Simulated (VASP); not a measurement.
A run of VASP 6.6.1:

INCAR

```
SYSTEM = WS2
ALGO = Normal ; EDIFF = 1E-7
ENCUT = 520 ; GGA = PS
ISIF = 2 ; ISMEAR = 0
IVDW = 12 ; LASPH = .TRUE.
LCHARG = .FALSE. ; LREAL = .FALSE.
LWAVE = .FALSE. ; NBANDS = 20
NELM = 80 ; PREC = Accurate
SIGMA = 0.05
```

Contents of KPOINTS:

```
k-points
0
G
  12 12 12
  0 0 0
```

POSCAR

```
WS2
1.0
    1.5602910595      0.9008344632      5.0013000000
   -1.5602910595      0.9008344632      5.0013000000
    0.0000000000     -1.8016689264      5.0013000000
W S
1 2
Direct
    0.9993605138      0.9993605138      0.9993605138
    0.7554704513      0.7554704513      0.7554704513
    0.5764690349      0.5764690349      0.5764690349
```

Potentials or basis: VASP PAW PBE potentials, release 64 (W_sv, S).

Command:

```bash
$ cat potpaw_PBE.64/W_sv/POTCAR potpaw_PBE.64/S/POTCAR > POTCAR
$ mpirun -np 1 vasp_std > vasp.out
```

Hardware: 1 thread of Intel(R) Xeon(R) Platinum 8259CL CPU @ 2.50GHz (Skylake/Cascade Lake), on a shared host.

**Question.** How long does it take, and how much memory?

**Answer.** It took 3.8 min on 1 thread of Intel(R) Xeon(R) Platinum 8259CL CPU @ 2.50GHz (Skylake/Cascade Lake), on a shared host, peak memory 0.34 GiB. Counts: scf iterations 14, k points 189.
